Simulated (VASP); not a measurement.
Here is a VASP 6.6.1 calculation.

The input INCAR:

```
ALGO     = Normal         # electronic algorithm
EDIFF    = 1E-6           # SCF threshold, eV
ENCUT    = 520            # plane-wave cutoff, eV
GGA      = PE             # functional
ISIF     = 2              # what is computed and relaxed
ISMEAR   = -1             # smearing method
LASPH    = T              # aspherical terms in the spheres
LCHARG   = T              # write CHGCAR
LELF     = T              # ELF
LREAL    = F              # projectors in reciprocal space
LVHAR    = T            
LWAVE    = F              # write WAVECAR
NBANDS   = 18             # bands
NELM     = 100            # most SCF steps
PREC     = Accurate       # precision mode
SIGMA    = 0.1            # smearing width, eV
```

File KPOINTS:

```
k-points
0
Gamma
  10 10 8
```

The input POSCAR:

```
Si2W
1.0
    3.6307042723      0.0000000000      0.0000000000
   -1.8153521362      3.1442821334      0.0000000000
    0.0000000000      0.0000000000      2.3060041957
W Si
1 2
Direct
    0.0000000000      0.0000000000      0.0000000000
    0.3333333333      0.6666666667      0.5000000000
    0.6666666667      0.3333333333      0.5000000000
```

Potentials or basis: VASP PAW PBE potentials, release 64 (W_sv, Si).

The run is started by

```sh
$ cat potpaw_PBE.64/W_sv/POTCAR potpaw_PBE.64/Si/POTCAR > POTCAR
$ mpirun -np 1 vasp_std > vasp.out
```

**Question.** What does it give for the pressure?

**Answer.** 246.1 GPa.

**Question.** Predict the band gap on the k mesh.

**Answer.** Zero (band 11 reaches 21.37 eV, above the bottom of band 12 at 16.87 eV).

Stress tensor (GPa, compression positive):
```
245.18   0.00   0.00
  0.00 245.18   0.00
  0.00   0.00 248.07
```

Caveat: spin-orbit coupling is left out, which moves the levels of the heavy elements.
